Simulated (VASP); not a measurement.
# Au (P6/mmm) in VASP: notebook

Runs on Au. Level: BLYP. Tasks: single point.

Everything below comes from runs of VASP 6.6.1. Logs are shortened: lines on timing, memory, paths and dates and some standing lists are left out, and cuts for length are marked.

## Step 1: The cell of the first run

The structure is hexagonal, space group P6/mmm (No. 191). Conventional cell: a = 4.807 Å, b = 4.807 Å, c = 2.861 Å, α = 90.00°, β = 90.00°, γ = 120.00°. Within 3.8 Å of Au (site symmetry 6/mmm) lie 14 Au at 2.86 to 3.12 Å. Within 3.7 Å of Au (site symmetry -6m2) lie 11 Au at 2.78 to 3.12 Å.

## Step 2: Single point, BLYP (volume scaled by 0.96)

INCAR

```
  AGGAC = 1.0
  AGGAX = 1.0
  ALDAC = 0.0
  ALDAX = 1.0
  ALGO = Normal
  EDIFF = 1E-6
  ENCUT = 520
  GGA = B5
  ISIF = 2
  ISMEAR = -1
  LASPH = T
  LCHARG = T
  LELF = T
  LREAL = F
  LVHAR = T
  LWAVE = F
  NBANDS = 24
  NELM = 80
  PREC = Accurate
  SIGMA = 0.1
```

KPOINTS

```
k-points
0
Gamma
  9 9 12
```

POSCAR

```
Au
1.0
    4.8065978271      0.0000000000      0.0000000000
   -2.4032989136      4.1626358241      0.0000000000
    0.0000000000      0.0000000000      2.8607461858
Au
3
Direct
    0.0000000000      1.0000000000      0.0000000000
    0.3333333333      0.6666666667      0.5000000000
    0.6666666667      0.3333333333      0.5000000000
```

Potentials or basis: VASP PAW PBE potentials, release 64 (Au).

Started as:

```
$ cat potpaw_PBE.64/Au/POTCAR > POTCAR
$ mpirun -np 1 vasp_std > vasp.out
```

OUTCAR:

```text
EDIFF = 1E-6
   ENCUT = 520
   GGA = B5
   ISIF = 2
   ISMEAR = -1
   LASPH = T
   LREAL = F
   NELM = 80
   PREC = Accurate

 ion  position               nearest neighbor table
   1  0.000  0.000  0.000-   2 3.12   3 3.12   2 3.12   3 3.12   3 3.12   3 3.12   2 3.12   2 3.12
                             3 3.12   3 3.12   2 3.12   2 3.12
   2  0.333  0.667  0.500-   3 2.78   3 2.78   3 2.78   1 3.12   1 3.12   1 3.12   1 3.12   1 3.12
                             1 3.12
   3  0.667  0.333  0.500-   2 2.78   2 2.78   2 2.78   1 3.12   1 3.12   1 3.12   1 3.12   1 3.12
                             1 3.12

  LATTYP: Found a hexagonal cell.
 ALAT       =     4.8065978271
 C/A-ratio  =     0.5951706984

  Lattice vectors:

 A1 = (   4.8065978271,   0.0000000000,   0.0000000000)
 A2 = (  -2.4032989136,   4.1626358241,   0.0000000000)
 A3 = (   0.0000000000,   0.0000000000,   2.8607461858)

Analysis of symmetry for initial positions (statically):
=====================================================================
 Subroutine PRICEL returns:
 Original cell was already a primitive cell.

 Routine SETGRP: Setting up the symmetry group for a
 hexagonal supercell.

 Subroutine GETGRP returns: Found 24 space group operations
 (whereof 24 operations were pure point group operations)
 out of a pool of 24 trial point group operations.

The static configuration has the point symmetry D_6h.

Analysis of symmetry for dynamics (positions and initial velocities):
=====================================================================
 Subroutine PRICEL returns:
 Original cell was already a primitive cell.

 Routine SETGRP: Setting up the symmetry group for a
 hexagonal supercell.

 Subroutine GETGRP returns: Found 24 space group operations
 (whereof 24 operations were pure point group operations)
 out of a pool of 24 trial point group operations.

The dynamic configuration has the point symmetry D_6h.

 Subroutine INISYM returns: Found 24 space group operations
 (whereof 24 operations are pure point group operations),
 and found     1 'primitive' translations

----------------------------------------------------------------------------------------

                                     Primitive cell

  volume of cell :      57.2381

  direct lattice vectors                    reciprocal lattice vectors
     4.806597827  0.000000000  0.000000000     0.208047362  0.120116201  0.000000000
    -2.403298914  4.162635824  0.000000000     0.000000000  0.240232401  0.000000000
     0.000000000  0.000000000  2.860746186     0.000000000  0.000000000  0.349559148

  length of vectors
     4.806597827  4.806597827  2.860746186     0.240232401  0.240232401  0.349559148

  position of ions in fractional coordinates (direct lattice)
     0.000000000  0.000000000  0.000000000
     0.333333333  0.666666667  0.500000000
     0.666666667  0.333333333  0.500000000

  ion indices of the primitive-cell ions
   primitive index   ion index
                 1           1
                 2           2
                 3           3

----------------------------------------------------------------------------------------

 KPOINTS: k-points

Automatic generation of k-mesh.
 Grid dimensions read from file:
 generate k-points for:    9    9   12

 Generating k-lattice:

  Cartesian coordinates                     Fractional coordinates (reciprocal lattice)
     0.023116374  0.013346245  0.000000000     0.111111111  0.000000000  0.000000000
     0.000000000  0.026692489  0.000000000     0.000000000  0.111111111  0.000000000
     0.000000000  0.000000000  0.029129929     0.000000000  0.000000000  0.083333333

  Length of vectors
     0.026692489  0.026692489  0.029129929

  Shift w.r.t. Gamma in fractional coordinates (k-lattice)
     0.000000000  0.000000000  0.000000000

 Subroutine IBZKPT returns following result:
 ===========================================

 Found     84 irreducible k-points:

 Following reciprocal coordinates:
            Coordinates               Weight
  0.000000  0.000000  0.000000      1.000000
  0.111111  0.000000  0.000000      6.000000
  0.222222  0.000000  0.000000      6.000000
  0.333333  0.000000  0.000000      6.000000
  0.444444  0.000000  0.000000      6.000000
  0.111111  0.111111  0.000000      6.000000
[... 16 lines left out ...]
  0.333333  0.222222  0.083333     24.000000
  0.333333  0.333333  0.083333      4.000000
 [... further k-points ...]
   k-points           NKPTS =     84   k-points in BZ     NKDIM =     84   number of bands    NBANDS=     24
   number of dos      NEDOS =    301   number of ions     NIONS =      3
   total plane-waves  NPLWV =  31104
   dimension x,y,z NGX =    36 NGY =   36 NGZ =   24
   dimension x,y,z NGXF=    72 NGYF=   72 NGZF=   48
   ions per type =               3
   NGX,Y,Z   is equivalent  to a cutoff of  12.45, 12.45, 13.95 a.u.
   NGXF,Y,Z  is equivalent  to a cutoff of  24.90, 24.90, 27.89 a.u.
 SYSTEM =  unknown system
   PREC   = accura    normal or accurate (medium, high low for compatibility)
   ISTART =      0    job   : 0-new  1-cont  2-samecut
   ICHARG =      2    charge: 1-file 2-atom 10-const
   ISPIN  =      1    spin polarized calculation?
   LNONCOLLINEAR =      F non collinear calculations
   LSORBIT =      F    spin-orbit coupling
   LASPH  =      T    aspherical Exc in radial PAW
   ENCUT  =  520.0 eV  38.22 Ry    6.18 a.u.   8.94  8.94  5.32*2*pi/ulx,y,z
   NELM   =     80;   NELMIN=  2; NELMDL= -5     # of ELM steps
   EDIFF  = 0.1E-05   stopping-criterion for ELM
   LREAL  =      F    real-space projection
   EDIFFG = 0.1E-04   stopping-criterion for IOM
   NSW    =      0    number of steps for IOM
   IBRION =     -1    ionic relax: 0-MD 1-quasi-New 2-CG
   NFREE  =      0    steps in history (QN), initial steepest desc. (CG)
   ISIF   =      2    stress and relaxation
   ISYM   =      2    0-nonsym 1-usesym 2-fastsym
   POTIM  = 0.5000    time-step for ionic-motion
   TEBEG  =    0.0;   TEEND  =   0.0 temperature during run
   PSTRESS=    0.0 pullay stress
   NELECT =      33.0000    total number of electrons
   NUPDOWN=      -1.0000    fix difference up-down
   EMIN   =  10.00;   EMAX   =-10.00  energy-range for DOS
   EFERMI =   0.00;   METHOD = LEGACY
   ISMEAR =    -1;   SIGMA  =   0.10  broadening in eV -4-tet -1-fermi 0-gaus
   EFERMI_NEDOS =   21; number of points for ismear=-14 and -15
   IALGO  =     38    algorithm
   IMIX   =      4    mixing-type and parameters
     AMIX     =   0.40;   BMIX     =  1.00
     AMIX_MAG =   1.60;   BMIX_MAG =  1.00
  volume/ion in A,a.u.               =      19.08       128.75
  Fermi-wavevector in a.u.,A,eV,Ry     =   1.362545  2.574837 25.259622  1.856530
  Thomas-Fermi vector in A             =   2.489026
   LORBIT       =      0    0 simple, 1 ext, 2 COOP (PROOUT), +10 PAW based schemes
   GGA     = B5    functional components
   LHFCALC =     F    Hartree Fock is set to
   AEXX    =    0.0000 exact exchange contribution
   IVDW    =     0    specifies the selected vdW correction
   LEPSILON=     F    determine dielectric tensor
   LRPA    =     F    only Hartree local field effects (RPA)
 non-spin polarized calculation
  energy-cutoff  :      520.00
  volume of cell :       57.24
 maximum number of plane-waves:      1557
 NGX is ok and might be reduce to    36
   NGX = 17   NGY = 17   NGZ = 11

 number of electron      33.0000002 magnetization

 Free energy of the ion-electron system (eV)
  ---------------------------------------------------
  ext. energy  EPLUGINS =         0.00000000
  ---------------------------------------------------
  free energy    TOTEN  =        -7.23166902 eV

  energy without entropy =       -7.20224135  energy(sigma->0) =       -7.21695519

 E-fermi :   8.2973     XC(G=0): -11.4115

 val. band max:        8.2806204397   @ k =   0.2222   0.1111   0.0833
 cond. band min:       8.3087414340   @ k =   0.3333   0.1111   0.0833
 fundamental gap:      0.0281209942
 Fermi energy:         8.2973450156

 k-point     1 :       0.0000    0.0000    0.0000
  band No.  band energies     occupation
      1      -0.3919      2.00000
      2       2.1886      2.00000
      3       3.2012      2.00000
      4       3.6124      2.00000
      5       3.8231      2.00000
      6       3.8231      2.00000
[... 16 lines left out ...]
     23      19.6185      0.00000
     24      24.5920      0.00000

 k-point     2 :       0.1111    0.0000    0.0000
  band No.  band energies     occupation
      1      -0.2565      2.00000
      2       2.2166      2.00000
      3       3.0909      2.00000
      4       3.3682      2.00000
      5       3.5657      2.00000
      6       3.6558      2.00000
[... 16 lines left out ...]
     23      19.8628      0.00000
     24      24.4731      0.00000

 k-point     3 :       0.2222    0.0000    0.0000
  band No.  band energies     occupation
      1       0.1364      2.00000
      2       2.2596      2.00000
      3       2.7380      2.00000
      4       3.0781      2.00000
      5       3.3802      2.00000
      6       3.5632      2.00000
[... 16 lines left out ...]
     23      20.5609      0.00000
     24      23.7687      0.00000

 k-point     4 :       0.3333    0.0000    0.0000
  band No.  band energies     occupation
      1       0.7405      2.00000
      2       2.1203      2.00000
      3       2.5135      2.00000
      4       2.9006      2.00000
      5       3.3038      2.00000
      6       3.4075      2.00000
[... 16 lines left out ...]
     23      21.6289      0.00000
     24      22.5250      0.00000

 k-point     5 :       0.4444    0.0000    0.0000
  band No.  band energies     occupation
      1       1.4474      2.00000
      2       1.9289      2.00000
      3       2.1639      2.00000
      4       2.9657      2.00000
      5       3.1898      2.00000
      6       3.2934      2.00000
[... 16 lines left out ...]
     23      20.4744      0.00000
     24      21.4635      0.00000

 k-point     6 :       0.1111    0.1111    0.0000
  band No.  band energies     occupation
      1       0.0073      2.00000
      2       2.2555      2.00000
      3       2.8877      2.00000
      4       3.0501      2.00000
      5       3.3863      2.00000
      6       3.6498      2.00000
[... 16 lines left out ...]
     23      20.3331      0.00000
     24      23.8987      0.00000
[... 379 lines left out ...]
 k-point    21 :       0.4444    0.1111    0.0833
  band No.  band energies     occupation
      1       1.8181      2.00000
      2       2.0226      2.00000
      3       2.1190      2.00000
      4       3.1430      2.00000
      5       3.1606      2.00000
      6       3.3787      2.00000
[... 16 lines left out ...]
     23      21.3443      0.00000
     24      21.4618      0.00000

 k-point    22 :       0.2222    0.2222    0.0833
  band No.  band energies     occupation
      1       1.1798      2.00000
      2       2.1791      2.00000
      3       2.4356      2.00000
      4       2.9170      2.00000
      5       3.3039      2.00000
      6       3.5997      2.00000
[... 16 lines left out ...]
     23      20.6260      0.00000
     24      21.0255      0.00000

 k-point    23 :       0.3333    0.2222    0.0833
  band No.  band energies     occupation
      1       1.6725      2.00000
      2       2.0272      2.00000
      3       2.2179      2.00000
      4       3.0906      2.00000
      5       3.2306      2.00000
      6       3.4883      2.00000
[... 16 lines left out ...]
     23      21.4730      0.00000
     24      21.9247      0.00000

 k-point    24 :       0.3333    0.3333    0.0833
  band No.  band energies     occupation
      1       1.7504      2.00000
      2       2.1024      2.00000
      3       2.1024      2.00000
      4       3.1905      2.00000
      5       3.1905      2.00000
      6       3.4534      2.00000
[... 16 lines left out ...]
     23      22.2938      0.00000
     24      22.3950      0.00000

 [... further k-points ...]
[... 5 lines left out ...]
  --------------------------------------------------------------------------------------
  -------------------------------------------------------------------------------------
  Total        1.9467352      1.9467352      1.3514405     -0.0000000      0.0000000      0.0000000
  in kB       54.4918978     54.4918978     37.8287494     -0.0000000      0.0000000      0.0000000
  external PRESSURE =      48.9375150 kB  Pullay stress =       0.0000000 kB

 VOLUME and BASIS-vectors are now :
 -----------------------------------------------------------------------------
  energy-cutoff  :      520.00
  volume of cell :       57.24
      direct lattice vectors                 reciprocal lattice vectors
     4.806597827  0.000000000  0.000000000     0.208047362  0.120116201  0.000000000
    -2.403298914  4.162635824  0.000000000     0.000000000  0.240232401  0.000000000
     0.000000000  0.000000000  2.860746186     0.000000000  0.000000000  0.349559148

 POSITION                                       TOTAL-FORCE (eV/Angst)
 -----------------------------------------------------------------------------------
      0.00000      0.00000      0.00000         0.000000      0.000000      0.000000
     -0.00000      2.77509      1.43037         0.000000     -0.000000     -0.000000
      2.40330      1.38755      1.43037        -0.000000      0.000000      0.000000
 -----------------------------------------------------------------------------------
    total drift:                               -0.000000      0.000000     -0.000000

  FREE ENERGIE OF THE ION-ELECTRON SYSTEM (eV)
  ---------------------------------------------------
  free  energy   TOTEN  =        -7.2316690178 eV

  energy  without entropy=       -7.2022413524  energy(sigma->0) =       -7.21695519
```

It took 65 s on 1 thread of AMD EPYC 9R45 (Zen 5), shared host; peak memory 0.2 GiB.

Results:

| Item | Value |
| --- | --- |
| Free energy | -7.2317 eV |
| Pressure | 4.9 GPa |

Levels at points of the mesh, in eV from the Fermi level:
```csv
k point,band 14,band 15,band 16,band 17,band 18,band 19
"(0.00, 0.00, 0.00)",-3.18,-1.87,-1.87,2.40,3.22,5.06
"(0.00, 0.00, 0.50)",-2.13,-1.26,0.06,0.38,6.33,6.46
```

Caveat: the cell differs from its parent crystal (volume scaled by 0.96); the PAW data sets were made with another functional, which shifts forces and pressure a little; spin-orbit coupling is left out, which moves the levels of the heavy elements.

## Step 3: Single point, BLYP

This run uses another cell than the first one, of 19.87 Å³/atom, 1.042 times its volume.

INCAR

```
PREC = Accurate
ENCUT = 520
EDIFF = 1E-6
ISMEAR = -1
SIGMA = 0.1
LREAL = F
LASPH = T
NELM = 60
ALGO = Normal
ISIF = 2
LWAVE = F
LCHARG = F
GGA = B5
ALDAX = 1.0
AGGAX = 1.0
AGGAC = 1.0
ALDAC = 0.0
NBANDS = 24
```

KPOINTS

```
regular mesh
0
Gamma
  9 9 12
```

POSCAR

```
Au
1.0
    4.8724498160      0.0000000000      0.0000000000
   -2.4362249080      4.2196653193      0.0000000000
    0.0000000000      0.0000000000      2.8999393601
Au
3
Direct
    0.0000000000      1.0000000000      0.0000000000
    0.3333333333      0.6666666667      0.5000000000
    0.6666666667      0.3333333333      0.5000000000
```

Potentials or basis: VASP PAW PBE potentials, release 64 (Au).

Started as:

```
$ cat potpaw_PBE.64/Au/POTCAR > POTCAR
$ mpirun -np 1 vasp_std > vasp.out
```

OUTCAR:

```text
PREC = Accurate
   ENCUT = 520
   EDIFF = 1E-6
   ISMEAR = -1
   LREAL = F
   LASPH = T
   NELM = 60
   ISIF = 2
   GGA = B5

 ion  position               nearest neighbor table
   1  0.000  0.000  0.000-   2 3.16   3 3.16   2 3.16   3 3.16   2 3.16   2 3.16   3 3.16   3 3.16
                             3 3.16   3 3.16   2 3.16   2 3.16
   2  0.333  0.667  0.500-   3 2.81   3 2.81   3 2.81   1 3.16   1 3.16   1 3.16   1 3.16   1 3.16
                             1 3.16
   3  0.667  0.333  0.500-   2 2.81   2 2.81   2 2.81   1 3.16   1 3.16   1 3.16   1 3.16   1 3.16
                             1 3.16

  LATTYP: Found a hexagonal cell.
[... 837 lines left out ...]
     24      21.5564      0.00000

 [... further k-points ...]
[... 5 lines left out ...]
  --------------------------------------------------------------------------------------
  -------------------------------------------------------------------------------------
  Total        0.3103321      0.3103321     -0.2774687      0.0000000     -0.0000000      0.0000000
  in kB        8.3391721      8.3391721     -7.4560753      0.0000000     -0.0000000      0.0000000
  external PRESSURE =       3.0740897 kB  Pullay stress =       0.0000000 kB

 VOLUME and BASIS-vectors are now :
 -----------------------------------------------------------------------------
  energy-cutoff  :      520.00
  volume of cell :       59.62
      direct lattice vectors                 reciprocal lattice vectors
     4.872449816  0.000000000  0.000000000     0.205235567  0.118492810  0.000000000
    -2.436224908  4.219665319  0.000000000     0.000000000  0.236985620  0.000000000
     0.000000000  0.000000000  2.899939360     0.000000000  0.000000000  0.344834797

 POSITION                                       TOTAL-FORCE (eV/Angst)
 -----------------------------------------------------------------------------------
      0.00000      0.00000      0.00000        -0.000000      0.000000      0.000000
     -0.00000      2.81311      1.44997         0.000000     -0.000000     -0.000000
      2.43622      1.40656      1.44997        -0.000000      0.000000      0.000000
 -----------------------------------------------------------------------------------
    total drift:                                0.000000      0.000000     -0.000000

  FREE ENERGIE OF THE ION-ELECTRON SYSTEM (eV)
  ---------------------------------------------------
  free  energy   TOTEN  =        -7.2703115607 eV

  energy  without entropy=       -7.2403007379  energy(sigma->0) =       -7.25530615
```

stdout:

```text
POSCAR found type information on POSCAR Au
 POSCAR found :  1 types and       3 ions
 scaLAPACK will be used
 -----------------------------------------------------------------------------
|                                                                             |
|                                                                             |
|     You enforced a specific xc type in the INCAR file but a different       |
|     I HOPE YOU KNOW WHAT YOU ARE DOING!                                     |
|                                                                             |
 -----------------------------------------------------------------------------

 LDA part: xc-table for (Slater(with rela. corr.)+VWN5), standard interpolation
 POSCAR, INCAR and KPOINTS ok, starting setup
 FFT: planning ... GRIDC
 FFT: planning ... GRID_SOFT
 FFT: planning ... GRID
 WAVECAR not read
 entering main loop
```

It took 60 s on 1 thread of AMD EPYC 9R45 (Zen 5), shared host; peak memory 0.21 GiB.

What came out:

| Item | Value |
| --- | --- |
| Free energy | -7.2703 eV |
| Pressure | 0.3 GPa |

Levels at points of the mesh, in eV from the Fermi level:
| k point | band 14 | band 15 | band 16 | band 17 | band 18 | band 19 |
| --- | --- | --- | --- | --- | --- | --- |
| (0.00, 0.00, 0.00) | -3.06 | -1.85 | -1.85 | 2.26 | 3.05 | 4.96 |
| (0.00, 0.00, 0.50) | -2.09 | -1.28 | 0.04 | 0.32 | 6.26 | 6.33 |

Caveat: the PAW data sets were made with another functional, which shifts forces and pressure a little; spin-orbit coupling is left out, which moves the levels of the heavy elements.

[end of part 1 of 2]
